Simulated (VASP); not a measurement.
Wanted: the native input for a VASP 6.6.1 run.

```
Task                   : relaxation of cell and atoms
Functional             : LDA
Potentials or basis    : VASP PAW LDA potentials, release 64 (Zn, S)
Cutoff                 : 600 eV
k mesh                 : 10 × 10 × 10
Occupations            : gaussian, width 0.01 eV
Spin                   : no spin polarisation
Target pressure        : 22 GPa
Dipole correction      : no
Further INCAR settings : ALGO = Normal; EDIFF = 1e-06; IBRION = 2; EDIFFG = -0.001; NSW = 80; ISIF = 3
```

The structure of ZnS lies in POSCAR:

```
ZnS
1.0
    0.0000000000      2.5603271729      2.5603271729
    2.5603271729      0.0000000000      2.5603271729
    2.5603271729      2.5603271729      0.0000000000
Zn S
1 1
Direct
    0.0000000000      0.0000000000      0.0000000000
    0.7500000000      0.7500000000      0.7500000000
```

The input as run:

INCAR

```
SYSTEM = ZnS
PREC = Accurate
ENCUT = 600
EDIFF = 1E-6
ISMEAR = 0
SIGMA = 0.01
LREAL = .FALSE.
LASPH = .TRUE.
NELM = 60
ALGO = Normal
ISIF = 3
LWAVE = .FALSE.
LCHARG = .FALSE.
IBRION = 2
NSW = 80
EDIFFG = -0.001
PSTRESS = 220.0
```

KPOINTS

```
Automatic mesh
0
G
  10 10 10
  0 0 0
```

Potentials or basis: VASP PAW LDA potentials, release 64 (Zn, S).

Run with:

```sh
$ cat potpaw_LDA.64/Zn/POTCAR potpaw_LDA.64/S/POTCAR > POTCAR
$ mpirun -np 1 vasp_std > vasp.out
```

Results of the run:

* Relaxed volume: 15.67 Å³/atom
* Relaxed cell: a = 3.539 Å, b = 3.539 Å, c = 3.539 Å, α = 60.00°, β = 60.00°, γ = 60.00°
* Space group after relaxing (to 0.05 Å): F-43m (No. 216)
* Energy change on relaxing (the enthalpy is what falls): +114.2 meV/atom
* Ionic steps: 12
* Pressure after relaxing: 22.0 GPa
* Band gap on the k mesh: 2.61 eV, indirect (least direct gap 2.97 eV)

Caveat: the cell is relaxed towards a set pressure, so the enthalpy falls and the energy may rise.

Run time: 85 s on 1 thread of Intel(R) Xeon(R) 6975P-C (Granite Rapids), with other jobs on the host, peak memory 0.16 GiB.
